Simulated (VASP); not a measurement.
# In4SbAs3 (I-42m) in VASP: relaxation of cell and atoms with PBE

Aim: the relaxation of cell and atoms of In4SbAs3 with PBE.

Everything below comes from runs of VASP 6.6.1. Logs are shortened: lines on timing, memory, paths and dates and some standing lists are left out, and cuts for length are marked.

## 1. The cell of the first run

The structure is tetragonal, space group I-42m (No. 121). Conventional cell: a = 6.298 Å, b = 6.298 Å, c = 12.574 Å, α = 90.00°, β = 90.00°, γ = 90.00°. In (site symmetry m) has 3 As at 2.68 to 2.70 Å and 1 Sb at 2.83 Å within 3.5 Å. Sb (site symmetry -42m) has 4 In at 2.83 Å within 3.7 Å. As (site symmetry -4) has 4 In at 2.70 Å within 3.6 Å. Within 3.5 Å of As (site symmetry -42m) lie 4 In at 2.68 Å.

## 2. Relaxation of cell and atoms, PBE

INCAR reads:

```
SYSTEM = In4SbAs3
ALGO = Fast
EDIFF = 1E-6
EDIFFG = -0.01
ENCUT = 600
GGA = PE
IBRION = 2
ISIF = 3
ISMEAR = 0
KPAR = 4
LASPH = .True.
LCHARG = .False.
LREAL = .False.
LWAVE = .False.
NELM = 60
NSW = 100
PREC = Accurate
SIGMA = 0.1
```

KPOINTS reads:

```
k-points
0
Gamma
  8 8 8
  0 0 0
```

POSCAR reads:

```
In4SbAs3
1.0
   -3.1488357941      3.1488357941      6.2870415871
    3.1488357941     -3.1488357941      6.2870415871
    3.1488357941      3.1488357941     -6.2870415871
In Sb As
4 1 3
Direct
    0.8683610817      0.3896624334      0.0000000000
    0.3896624334      0.8683610817      0.0000000000
    0.1316389183      0.1316389183      0.5213013517
    0.6103375666      0.6103375666      0.4786986483
    0.0000000000      0.0000000000      0.0000000000
    0.7500000000      0.2500000000      0.5000000000
    0.2500000000      0.7500000000      0.5000000000
    0.5000000000      0.5000000000      0.0000000000
```

Potentials or basis: VASP PAW PBE potentials, release 64 (In_d, Sb, As).

Launch:

```bash
$ cat potpaw_PBE.64/In_d/POTCAR potpaw_PBE.64/Sb/POTCAR potpaw_PBE.64/As/POTCAR > POTCAR
$ mpirun -np 4 vasp_std > vasp.out
```

OUTCAR:

```text
SYSTEM = In4SbAs3
   EDIFF = 1E-6
   EDIFFG = -0.01
   ENCUT = 600
   GGA = PE
   IBRION = 2
   ISIF = 3
   ISMEAR = 0
   LASPH = .True.
   LREAL = .False.
   NELM = 60
   NSW = 100
   PREC = Accurate

 ion  position               nearest neighbor table
   1  0.868  0.390  0.000-   8 2.68   7 2.70   6 2.70   5 2.83
   2  0.390  0.868  0.000-   8 2.68   6 2.70   7 2.70   5 2.83
   3  0.132  0.132  0.521-   8 2.68   7 2.70   6 2.70   5 2.83
   4  0.610  0.610  0.479-   8 2.68   7 2.70   6 2.70   5 2.83
   5  0.000  0.000  0.000-   1 2.83   2 2.83   4 2.83   3 2.83
   6  0.750  0.250  0.500-   3 2.70   2 2.70   1 2.70   4 2.70
   7  0.250  0.750  0.500-   3 2.70   1 2.70   2 2.70   4 2.70
   8  0.500  0.500  0.000-   4 2.68   2 2.68   1 2.68   3 2.68

  LATTYP: Found a body centered tetragonal cell.
 ALAT       =     6.2976715882
 C/A-ratio  =     1.9966241488

  Lattice vectors:

 A1 = (  -3.1488357941,   3.1488357941,   6.2870415871)
 A2 = (   3.1488357941,  -3.1488357941,   6.2870415871)
 A3 = (   3.1488357941,   3.1488357941,  -6.2870415871)

Analysis of symmetry for initial positions (statically):
=====================================================================
 Subroutine PRICEL returns:
 Original cell was already a primitive cell.

 Routine SETGRP: Setting up the symmetry group for a
 body centered tetragonal supercell.

 Subroutine GETGRP returns: Found  8 space group operations
 (whereof  8 operations were pure point group operations)
 out of a pool of 16 trial point group operations.

The static configuration has the point symmetry D_2d.

Analysis of symmetry for dynamics (positions and initial velocities):
=====================================================================
 Subroutine PRICEL returns:
 Original cell was already a primitive cell.

 Routine SETGRP: Setting up the symmetry group for a
 body centered tetragonal supercell.

 Subroutine GETGRP returns: Found  8 space group operations
 (whereof  8 operations were pure point group operations)
 out of a pool of 16 trial point group operations.

The dynamic configuration has the point symmetry D_2d.

 Subroutine INISYM returns: Found  8 space group operations
 (whereof  8 operations are pure point group operations),
 and found     1 'primitive' translations

----------------------------------------------------------------------------------------

[... 113 lines left out ...]
   TEBEG  =    0.0;   TEEND  =   0.0 temperature during run
   PSTRESS=    0.0 pullay stress
   NELECT =      72.0000    total number of electrons
   NUPDOWN=      -1.0000    fix difference up-down
   EMIN   =  10.00;   EMAX   =-10.00  energy-range for DOS
   EFERMI =   0.00;   METHOD = LEGACY
   ISMEAR =     0;   SIGMA  =   0.10  broadening in eV -4-tet -1-fermi 0-gaus
   EFERMI_NEDOS =   21; number of points for ismear=-14 and -15
   IALGO  =     68    algorithm
   IMIX   =      4    mixing-type and parameters
     AMIX     =   0.40;   BMIX     =  1.00
     AMIX_MAG =   1.60;   BMIX_MAG =  1.00
  volume/ion in A,a.u.               =      31.17       210.34
  Fermi-wavevector in a.u.,A,eV,Ry     =   1.082057  2.044792 15.930351  1.170848
  Thomas-Fermi vector in A             =   2.218089
   LORBIT       =      0    0 simple, 1 ext, 2 COOP (PROOUT), +10 PAW based schemes
   GGA     = PE    functional components
   LHFCALC =     F    Hartree Fock is set to
   AEXX    =    0.0000 exact exchange contribution
   IVDW    =     0    specifies the selected vdW correction
   LEPSILON=     F    determine dielectric tensor
   LRPA    =     F    only Hartree local field effects (RPA)
 conjugate gradient relaxation of ions
 non-spin polarized calculation
 RMM-DIIS sequential band-by-band and
 Gauss-broadening in eV      SIGMA  =   0.10
  energy-cutoff  :      600.00
  volume of cell :      249.35
 maximum number of plane-waves:      8409
 NGX is ok and might be reduce to    64
   NGX = 31   NGY = 31   NGZ = 31

--------------------------------------- Ionic step        1  -------------------------------------------

 number of electron      71.9999999 magnetization

 Free energy of the ion-electron system (eV)
  ---------------------------------------------------
  ext. energy  EPLUGINS =         0.00000000
  ---------------------------------------------------
  free energy    TOTEN  =       -30.02171851 eV

  energy without entropy =      -30.02122247  energy(sigma->0) =      -30.02147049

------------------------ aborting loop because EDIFF is reached ----------------------------------------

  FORCE on cell =-STRESS in cart. coord.  units (eV):
  Direction    XX          YY          ZZ          XY          YZ          ZX
  --------------------------------------------------------------------------------------
  -------------------------------------------------------------------------------------
  Total        0.2056088      0.2056088      0.2091039      0.0000000      0.0000000      0.0000000
  in kB        1.3211309      1.3211309      1.3435888      0.0000000      0.0000000      0.0000000
  external PRESSURE =       1.3286169 kB  Pullay stress =       0.0000000 kB
[... 113 lines left out ...]
--------------------------------------- Ionic step        4  -------------------------------------------

 number of electron      71.9999999 magnetization

 Free energy of the ion-electron system (eV)
  ---------------------------------------------------
  ext. energy  EPLUGINS =         0.00000000
  ---------------------------------------------------
  free energy    TOTEN  =       -30.02201073 eV

  energy without entropy =      -30.02151378  energy(sigma->0) =      -30.02176226

 E-fermi :   4.0841     XC(G=0):  -8.6936

 val. band max:        4.0221366112   @ k =   0.0000   0.0000   0.0000
 cond. band min:       4.5262736489   @ k =   0.5000   0.5000  -0.0000
 fundamental gap:      0.5041370376
 Fermi energy:         4.0840504654

 k-point     1 :       0.0000    0.0000    0.0000
  band No.  band energies     occupation
      1     -10.4396      2.00000
      2     -10.4208      2.00000
      3     -10.4020      2.00000
      4     -10.3145      2.00000
      5     -10.3145      2.00000
      6     -10.3139      2.00000
[... 1093 lines left out ...]
     42       7.8422      0.00000
     43       7.9081      0.00000

 [... further k-points ...]

------------------------ aborting loop because EDIFF is reached ----------------------------------------

  FORCE on cell =-STRESS in cart. coord.  units (eV):
  Direction    XX          YY          ZZ          XY          YZ          ZX
  --------------------------------------------------------------------------------------
  -------------------------------------------------------------------------------------
  Total       -0.0046614     -0.0046614     -0.0016669      0.0000000      0.0000000      0.0000000
  in kB       -0.0298702     -0.0298702     -0.0106811      0.0000000      0.0000000      0.0000000
  external PRESSURE =      -0.0234738 kB  Pullay stress =       0.0000000 kB
[... 23 lines left out ...]
  FREE ENERGIE OF THE ION-ELECTRON SYSTEM (eV)
  ---------------------------------------------------
  free  energy   TOTEN  =       -30.0220107347 eV

  energy  without entropy=      -30.0215137787  energy(sigma->0) =      -30.02176226

 reached required accuracy - stopping structural energy minimisation
```

OSZICAR:

```text
N       E                     dE             d eps       ncg     rms          rms(c)
DAV:   1     0.708501372213E+03    0.70850E+03   -0.34313E+04  5074   0.198E+03
DAV:   2     0.647256509916E+02   -0.64378E+03   -0.63300E+03  5106   0.483E+02
DAV:   3    -0.252668699839E+02   -0.89993E+02   -0.88038E+02  5865   0.193E+02
[... 37 lines left out ...]
RMM:   6    -0.300220069687E+02   -0.80218E-06   -0.91637E-06  4458   0.249E-02
   3 F= -.30022007E+02 E0= -.30021759E+02  d E =-.288458E-03
       N       E                     dE             d eps       ncg     rms          rms(c)
DAV:   1    -0.300220168433E+02   -0.10677E-04   -0.20197E-04  6819   0.172E-01    0.257E-02
RMM:   2    -0.300220112131E+02    0.56302E-05   -0.18746E-05  5448   0.457E-02    0.113E-02
RMM:   3    -0.300220107347E+02    0.47833E-06   -0.63575E-06  4399   0.223E-02
   4 F= -.30022011E+02 E0= -.30021762E+02  d E =-.292224E-03
```

It took 36 min on 4 MPI ranks of Oxide Virtual Turin-like, shared host; peak memory 1.1 GiB.

What came out:

```
Free energy                           : -30.0220 eV
Relaxed volume                        : 31.25 Å³/atom
Relaxed cell                          : a = 7.711 Å, b = 7.711 Å, c = 7.711 Å, α = 131.75°, β = 131.75°, γ = 70.62°
Space group after relaxing (to 0.1 Å) : I-42m (No. 121)
Energy gained by relaxing             : 0.0 meV/atom
Ionic steps                           : 4
Pressure after relaxing               : 0.0 GPa
Largest force after relaxing          : 0.006 eV/Å
Band gap on the k mesh                : zero (filled and empty bands touch)
```

Forces on the atoms (eV/Å):
```
In   0.004 -0.004  0.000
In  -0.004  0.004  0.000
In   0.004  0.004  0.000
In  -0.004 -0.004  0.000
Sb   0.000  0.000  0.000
As   0.000  0.000  0.000
As   0.000  0.000  0.000
As   0.000  0.000  0.000
```

The path:
| step | energy change (eV) | largest force (eV/Å) | pressure (GPa) | volume (Å³) |
| --- | --- | --- | --- | --- |
| 1 | 0.0000 | 0.0106 | 0.13 | 249.35 |
| 2 | -0.0003 | 0.0025 | -0.19 | 250.28 |
| 3 | -0.0003 | 0.0134 | 0.01 | 250.00 |
| 4 | -0.0003 | 0.0056 | 0.00 | 250.03 |

Final structure:
```
In Sb As
1.0
    -3.15168    3.15168    6.29283
     3.15168   -3.15168    6.29283
     3.15168    3.15168   -6.29283
In Sb As
4 1 3
Direct
  0.86833 0.38971 0.00000
  0.38971 0.86833 0.00000
  0.13167 0.13167 0.52138
  0.61029 0.61029 0.47862
  0.00000 0.00000 0.00000
  0.75000 0.25000 0.50000
  0.25000 0.75000 0.50000
  0.50000 0.50000 0.00000
```

Caveat: semilocal functionals underestimate gaps, and a narrow one can read as zero; spin-orbit coupling is left out, which moves the levels of the heavy elements.

The gap in the log of VASP goes by the Fermi energy; the results here count the filled bands.